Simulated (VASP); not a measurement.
Wanted: the native input for a VASP 6.6.1 run.

- Task: single point
- Functional: PBE
- Potentials or basis: VASP PAW PBE potentials, release 64 (Al, Co)
- Cutoff: 520 eV
- k mesh: 16 × 16 × 16
- Occupations: gaussian, width 0.15 eV
- Spin: collinear spin, ferrimagnetic start
- Starting moments: [-0.01, 0.16] μB
- Dipole correction: no
- Further INCAR settings: ALGO = Normal; EDIFF = 1e-06; NBANDS = 17

The structure of AlCo lies in POSCAR:

```
AlCo
1.0
    3.0449554668      0.0000000000      0.0000000000
    0.0000000000      3.0449554668      0.0000000000
    0.0000000000      0.0000000000      2.9321793384
Al Co
1 1
Direct
    0.0000000000      0.0000000000      0.0000000000
    0.5000000000      0.5000000000      0.5000000000
```

This cell differs from its parent crystal: strain +0.080 along x and y, +0.040 along z.

One way to write it, as run:

INCAR

```
SYSTEM = AlCo
PREC     = Accurate       ! precision mode
ENCUT    = 520            ! plane-wave cutoff, eV
EDIFF    = 1E-6           ! SCF threshold, eV
ISMEAR   = 0              ! smearing method
SIGMA    = 0.15           ! smearing width, eV
LREAL    = .False.        ! projectors in reciprocal space
LASPH    = .True.         ! aspherical terms in the spheres
NELM     = 150            ! most SCF steps
ALGO     = Normal         ! electronic algorithm
ISIF     = 2              ! what is computed and relaxed
LWAVE    = .False.        ! write WAVECAR
LCHARG   = .False.        ! write CHGCAR
ISPIN    = 2              ! spin polarisation
MAGMOM   = -0.01 0.16     ! initial moments
LORBIT   = 11             ! projections on sites
LMAXMIX  = 4              ! l up to which the mixer works
GGA      = PE             ! functional
NBANDS   = 17             ! bands
```

KPOINTS

```
Automatic mesh
0
Gamma
  16 16 16
  0 0 0
```

Potentials or basis: VASP PAW PBE potentials, release 64 (Al, Co).

Launch:

```console
$ cat potpaw_PBE.64/Al/POTCAR potpaw_PBE.64/Co/POTCAR > POTCAR
$ mpirun -np 1 vasp_std > vasp.out
```

It gave:

```
Pressure                                              : -20.0 GPa
Band gap on the k mesh                                : zero (filled and empty bands overlap)
Net moment                                            : 0.00 μB per cell
Valence electrons inside the program's atomic spheres : Al 0.74; Co 8.18
```

Caveat: the cell differs from its parent crystal (strain +0.080 along x and y, +0.040 along z).

It took 3.4 min on 1 thread of Intel(R) Xeon(R) Platinum 8259CL CPU @ 2.50GHz (Skylake/Cascade Lake), on a shared host, peak memory 0.38 GiB.
